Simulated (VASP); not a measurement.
# Nb2SiO2 in VASP: notebook, part 2 of 2

VASP 6.6.1. Earlier steps stand in the parts before.

### 4 Single point, PBE

This run uses another cell than the first one, of 13.67 Å³/atom.

File INCAR:

```
PREC     = Accurate       # precision mode
ENCUT    = 600            # plane-wave cutoff, eV
EDIFF    = 1E-6           # SCF threshold, eV
ISMEAR   = 0              # smearing method
SIGMA    = 0.15           # smearing width, eV
LREAL    = False          # projectors in reciprocal space
LASPH    = True           # aspherical terms in the spheres
NELM     = 120            # most SCF steps
ALGO     = Normal         # electronic algorithm
ISIF     = 2              # what is computed and relaxed
LWAVE    = False          # write WAVECAR
LCHARG   = False          # write CHGCAR
GGA      = PE             # functional
NBANDS   = 29             # bands
GGA_COMPAT= False
```

File KPOINTS:

```
regular mesh
0
Gamma
  4 4 4
```

File POSCAR:

```
Nb2SiO2
1.0
   -2.0482491239      2.0482491239      4.0743638487
    2.0482491239     -2.0482491239      4.0743638487
    2.0482491239      2.0482491239     -4.0743638487
Nb Si O
2 1 2
Direct
    0.7500000000      0.2500000000      0.5000000000
    0.2500000000      0.7500000000      0.5000000000
    0.5000000000      0.5000000000      0.0000000000
    0.1755376820      0.1755376820      0.0000000000
    0.8244623180      0.8244623180      0.0000000000
```

Potentials or basis: VASP PAW PBE potentials, release 64 (Nb_sv, Si, O).

Command:

```
$ cat potpaw_PBE.64/Nb_sv/POTCAR potpaw_PBE.64/Si/POTCAR potpaw_PBE.64/O/POTCAR > POTCAR
$ mpirun -np 1 vasp_std > vasp.out
```

OUTCAR:

```text
PREC = Accurate
   ENCUT = 600
   EDIFF = 1E-6
   ISMEAR = 0
   LREAL = False
   LASPH = True
   NELM = 120
   ISIF = 2
   GGA = PE

 ion  position               nearest neighbor table
   1  0.750  0.250  0.500-   5 2.14   4 2.14   5 2.14   4 2.14   3 2.89   3 2.89   3 2.89   3 2.89
                             2 2.90   2 2.90   2 2.90   2 2.90
   2  0.250  0.750  0.500-   5 2.14   4 2.14   5 2.14   4 2.14   3 2.89   3 2.89   3 2.89   3 2.89
                             1 2.90   1 2.90   1 2.90   1 2.90
   3  0.500  0.500  0.000-   2 2.89   1 2.89   1 2.89   2 2.89   1 2.89   2 2.89   2 2.89   1 2.89

   4  0.176  0.176  0.000-   1 2.14   2 2.14   1 2.14   2 2.14
   5  0.824  0.824  0.000-   1 2.14   2 2.14   1 2.14   2 2.14

  LATTYP: Found a body centered tetragonal cell.
 ALAT       =     4.0964982478
 C/A-ratio  =     1.9891935025

  Lattice vectors:

 A1 = (  -2.0482491239,   2.0482491239,   4.0743638487)
 A2 = (   2.0482491239,  -2.0482491239,   4.0743638487)
 A3 = (   2.0482491239,   2.0482491239,  -4.0743638487)

Analysis of symmetry for initial positions (statically):
=====================================================================
 Subroutine PRICEL returns:
 Original cell was already a primitive cell.

 Routine SETGRP: Setting up the symmetry group for a
 body centered tetragonal supercell.

 Subroutine GETGRP returns: Found 16 space group operations
 (whereof 16 operations were pure point group operations)
 out of a pool of 16 trial point group operations.

The static configuration has the point symmetry D_4h.

Analysis of symmetry for dynamics (positions and initial velocities):
=====================================================================
 Subroutine PRICEL returns:
 Original cell was already a primitive cell.

 Routine SETGRP: Setting up the symmetry group for a
 body centered tetragonal supercell.

 Subroutine GETGRP returns: Found 16 space group operations
 (whereof 16 operations were pure point group operations)
 out of a pool of 16 trial point group operations.

The dynamic configuration has the point symmetry D_4h.

 Subroutine INISYM returns: Found 16 space group operations
 (whereof 16 operations are pure point group operations),
 and found     1 'primitive' translations

----------------------------------------------------------------------------------------

                                     Primitive cell

  volume of cell :      68.3731

  direct lattice vectors                    reciprocal lattice vectors
    -2.048249124  2.048249124  4.074363849     0.000000000  0.244110931  0.122718544
     2.048249124 -2.048249124  4.074363849     0.244110931  0.000000000  0.122718544
     2.048249124  2.048249124 -4.074363849     0.244110931  0.244110931  0.000000000

  length of vectors
     4.999108892  4.999108892  4.999108892     0.273221499  0.273221499  0.345224989

  position of ions in fractional coordinates (direct lattice)
     0.750000000  0.250000000  0.500000000
     0.250000000  0.750000000  0.500000000
     0.500000000  0.500000000  0.000000000
     0.175537682  0.175537682  0.000000000
     0.824462318  0.824462318  0.000000000

  ion indices of the primitive-cell ions
   primitive index   ion index
                 1           1
[... 35 lines left out ...]
  0.500000  0.000000  0.000000      4.000000
  0.250000  0.250000  0.000000      8.000000
  0.500000  0.250000  0.000000     16.000000
 -0.250000  0.250000  0.000000      4.000000
  0.500000  0.500000  0.000000      2.000000
  0.250000  0.250000  0.250000      2.000000
 -0.250000  0.250000  0.250000      4.000000
  0.500000  0.500000  0.250000      4.000000
 -0.250000  0.500000  0.250000      8.000000
 -0.250000 -0.250000  0.250000      2.000000
  0.500000  0.500000  0.500000      1.000000
   k-points           NKPTS =     13   k-points in BZ     NKDIM =     13   number of bands    NBANDS=     29
   number of dos      NEDOS =    301   number of ions     NIONS =      5
   total plane-waves  NPLWV =  64000
   dimension x,y,z NGX =    40 NGY =   40 NGZ =   40
   dimension x,y,z NGXF=    80 NGYF=   80 NGZF=   80
   ions per type =               2   1   2
   NGX,Y,Z   is equivalent  to a cutoff of  13.30, 13.30, 13.30 a.u.
   NGXF,Y,Z  is equivalent  to a cutoff of  26.60, 26.60, 26.60 a.u.
 SYSTEM =  unknown system
   PREC   = accura    normal or accurate (medium, high low for compatibility)
   ISTART =      0    job   : 0-new  1-cont  2-samecut
   ICHARG =      2    charge: 1-file 2-atom 10-const
   ISPIN  =      1    spin polarized calculation?
   LNONCOLLINEAR =      F non collinear calculations
   LSORBIT =      F    spin-orbit coupling
   LASPH  =      T    aspherical Exc in radial PAW
   ENCUT  =  600.0 eV  44.10 Ry    6.64 a.u.   9.98  9.98  9.98*2*pi/ulx,y,z
   NELM   =    120;   NELMIN=  2; NELMDL= -5     # of ELM steps
   EDIFF  = 0.1E-05   stopping-criterion for ELM
   LREAL  =      F    real-space projection
   EDIFFG = 0.1E-04   stopping-criterion for IOM
   NSW    =      0    number of steps for IOM
   IBRION =     -1    ionic relax: 0-MD 1-quasi-New 2-CG
   NFREE  =      0    steps in history (QN), initial steepest desc. (CG)
   ISIF   =      2    stress and relaxation
   ISYM   =      2    0-nonsym 1-usesym 2-fastsym
   POTIM  = 0.5000    time-step for ionic-motion
   TEBEG  =    0.0;   TEEND  =   0.0 temperature during run
   PSTRESS=    0.0 pullay stress
   NELECT =      42.0000    total number of electrons
   NUPDOWN=      -1.0000    fix difference up-down
   EMIN   =  10.00;   EMAX   =-10.00  energy-range for DOS
   EFERMI =   0.00;   METHOD = LEGACY
   ISMEAR =     0;   SIGMA  =   0.15  broadening in eV -4-tet -1-fermi 0-gaus
   EFERMI_NEDOS =   21; number of points for ismear=-14 and -15
   IALGO  =     38    algorithm
   IMIX   =      4    mixing-type and parameters
     AMIX     =   0.40;   BMIX     =  1.00
     AMIX_MAG =   1.60;   BMIX_MAG =  1.00
  volume/ion in A,a.u.               =      13.67        92.28
  Fermi-wavevector in a.u.,A,eV,Ry     =   1.391648  2.629834 26.350197  1.936685
  Thomas-Fermi vector in A             =   2.515467
   LORBIT       =      0    0 simple, 1 ext, 2 COOP (PROOUT), +10 PAW based schemes
   GGA     = PE    functional components
   LHFCALC =     F    Hartree Fock is set to
   AEXX    =    0.0000 exact exchange contribution
   IVDW    =     0    specifies the selected vdW correction
   LEPSILON=     F    determine dielectric tensor
   LRPA    =     F    only Hartree local field effects (RPA)
 non-spin polarized calculation
 Gauss-broadening in eV      SIGMA  =   0.15
  energy-cutoff  :      600.00
  volume of cell :       68.37
 maximum number of plane-waves:      2328
   NGX = 19   NGY = 19   NGZ = 19

 number of electron      41.9999999 magnetization

 Free energy of the ion-electron system (eV)
  ---------------------------------------------------
  ext. energy  EPLUGINS =         0.00000000
  ---------------------------------------------------
  free energy    TOTEN  =       -41.15133358 eV

  energy without entropy =      -41.10916713  energy(sigma->0) =      -41.13025035

 E-fermi :   9.4486     XC(G=0): -11.6670

 val. band max:        9.3889240530   @ k =  -0.2500   0.5000   0.2500
 cond. band min:       9.4980835059   @ k =   0.5000   0.2500   0.0000
 fundamental gap:      0.1091594529
 Fermi energy:         9.4485911909

 k-point     1 :       0.0000    0.0000    0.0000
  band No.  band energies     occupation
      1     -46.6629      2.00000
      2     -46.4650      2.00000
      3     -23.1171      2.00000
      4     -23.1171      2.00000
      5     -22.6724      2.00000
      6     -22.4585      2.00000
[... 405 lines left out ...]
     28      13.2988      0.00000
     29      13.2988      0.00000

------------------------ aborting loop because EDIFF is reached ----------------------------------------

  FORCE on cell =-STRESS in cart. coord.  units (eV):
  Direction    XX          YY          ZZ          XY          YZ          ZX
  --------------------------------------------------------------------------------------
  -------------------------------------------------------------------------------------
  Total       -0.1033665     -0.1033665     -0.0880165      0.0000000      0.0000000     -0.0000000
  in kB       -2.4221732     -2.4221732     -2.0624789      0.0000000      0.0000000     -0.0000000
  external PRESSURE =      -2.3022751 kB  Pullay stress =       0.0000000 kB

 VOLUME and BASIS-vectors are now :
 -----------------------------------------------------------------------------
  energy-cutoff  :      600.00
  volume of cell :       68.37
      direct lattice vectors                 reciprocal lattice vectors
    -2.048249124  2.048249124  4.074363849     0.000000000  0.244110931  0.122718544
     2.048249124 -2.048249124  4.074363849     0.244110931  0.000000000  0.122718544
     2.048249124  2.048249124 -4.074363849     0.244110931  0.244110931  0.000000000

 POSITION                                       TOTAL-FORCE (eV/Angst)
 -----------------------------------------------------------------------------------
      0.00000      2.04825      2.03718         0.000000      0.000000      0.000000
      2.04825      0.00000      2.03718         0.000000      0.000000      0.000000
      0.00000      0.00000      4.07436         0.000000      0.000000     -0.000000
      0.00000      0.00000      1.43041        -0.000000     -0.000000      0.000747
      0.00000      0.00000      6.71832        -0.000000     -0.000000     -0.000747
 -----------------------------------------------------------------------------------
    total drift:                                0.000000      0.000000     -0.000000

  FREE ENERGIE OF THE ION-ELECTRON SYSTEM (eV)
  ---------------------------------------------------
  free  energy   TOTEN  =       -41.1513335795 eV

  energy  without entropy=      -41.1091671267  energy(sigma->0) =      -41.13025035
```

Run time: 26 s. Hardware: 1 thread of Intel Xeon 6975P-C (Granite Rapids), shared host; peak memory 0.24 GiB.

Results:

```
Free energy            : -41.1513 eV
Pressure               : -0.2 GPa
Band gap on the k mesh : zero (bands 21 and 22 overlap by 1.59 eV)
```

Caveat: the k points lie up to 0.43 Å⁻¹ apart, too coarse for converged energies and pressures of a metal.

### 5 Summary

| cell | gap on the mesh (eV) | pressure (GPa) |
| --- | --- | --- |
| a = 5.924 Å, angles 146.2, 146.2, 48.5°, 5 atoms, atomic positions A | none | -0.3 |
| a = 5.093 Å, angles 134.7, 134.7, 65.9°, 5 atoms, atomic positions B | none | -0.3 |
| a = 4.999 Å, angles 131.6, 131.6, 70.8°, 5 atoms, atomic positions C | none | -0.2 |

Alike in all rows: task single point; level PBE; potentials or basis VASP PAW PBE potentials, release 64 (Nb_sv, Si, O); no spin polarisation; k mesh 4 × 4 × 4; cutoff (eV) 600; smearing gaussian 0.15 eV.

Caveats: all runs use coarse meshes.

Absolute energies hang on the potentials; compare differences alone.
